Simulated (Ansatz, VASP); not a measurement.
## One calculation of HfBiH2, two programs

```
Hf Bi H
1.0
     3.44203    0.00000    0.00000
    -1.72102    2.98089    0.00000
     0.00000    0.00000   10.98998
Hf Bi H
2 2 4
Direct
  0.00000 0.00000 0.50000
  0.00000 0.00000 0.00000
  0.66667 0.33333 0.25000
  0.33333 0.66667 0.75000
  0.33333 0.66667 0.46187
  0.66667 0.33333 0.96187
  0.66667 0.33333 0.53813
  0.33333 0.66667 0.03813
```

Change from the starting cell: species swapped into the Ti2CS type (P6_3/mmc, No. 194).

Alike in both runs: functional PBE; k mesh 6 × 6 × 2; occupations gaussian, width 0.1 eV; no spin polarisation.

Ansatz relaxed the structure, and its values are those at the end. VASP's run is a single point on that final structure, the one shown.

|  | VASP | Ansatz |
| --- | --- | --- |
| version | VASP 6.6.1 | Ansatz 0.2.0 |
| potentials or method | VASP PAW PBE potentials, release 64 (Hf_pv, Bi_d, H), cutoff 520 eV | scalar-relativistic, plane waves, PAW |
| valence electrons in the cell | 54 | 86 |

Ansatz gave:

- gap on the k mesh at the Fermi level (eV): none
- pressure (GPa): 0.1
- rms of the force components (eV/Å): 0.003

Question: What did VASP give for the same quantities?

Answer: gap on the k mesh at the Fermi level (eV): none; pressure (GPa): -0.4; rms of the force components (eV/Å): 0.007.

A gap of «none» marks a metal or a gap that the smearing closes. With one functional, cell and mesh, what is left measures potentials, basis and numerics. VASP's potentials hold 54 valence electrons a cell and Ansatz's 86, so a difference there can come from the potentials and not from the codes.

Spin-orbit coupling is off throughout.
